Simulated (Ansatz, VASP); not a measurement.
One calculation of TaN, two programs

```
CELL_PARAMETERS angstrom
0.00000 0.00000 2.87073
2.92399 0.00000 0.00000
0.00000 5.06450 0.00000
ATOMIC_POSITIONS crystal
Ta 0.50871 0.00000 0.33333
Ta 0.49129 0.50000 0.83333
N 0.00318 0.50000 0.50000
N 0.99682 0.00000 0.00000
```

Change from the starting cell: mode 5 (180.6 1/cm) frozen in, largest displacement +0.025 Å.

Alike in both runs: task single point; functional PBEsol; k mesh 20 × 20 × 12; occupations gaussian, width 0.15 eV; no spin polarisation.

|  | VASP | Ansatz |
| --- | --- | --- |
| version | VASP 6.6.1 | Ansatz 0.2.0 |
| potentials or method | VASP PAW PBE potentials, release 64 (Ta_pv, N), cutoff 520 eV | scalar-relativistic, plane waves, PAW |
| valence electrons in the cell | 32 | 36 |

```tsv
	VASP	Ansatz	Ansatz less VASP
gap on the k mesh at the Fermi level (eV)	none	none	-
pressure (GPa)	1.0	0.1	-0.86
traceless stress, the component that is largest in VASP (GPa)	-0.15	-0.08	+0.068
rms of the force components (eV/Å)	0.222	0.221	-0.0009
```

VASP's potentials were made for PBE, not for PBEsol. Atom by atom the forces differ by 0.001 eV/Å (rms over components). A gap of «none» marks a metal or a gap that the smearing closes. With one functional, cell and mesh, what is left measures potentials, basis and numerics. VASP's potentials hold 32 valence electrons a cell and Ansatz's 36, so a difference there can come from the potentials and not from the codes.

Neither program's run includes spin-orbit coupling.
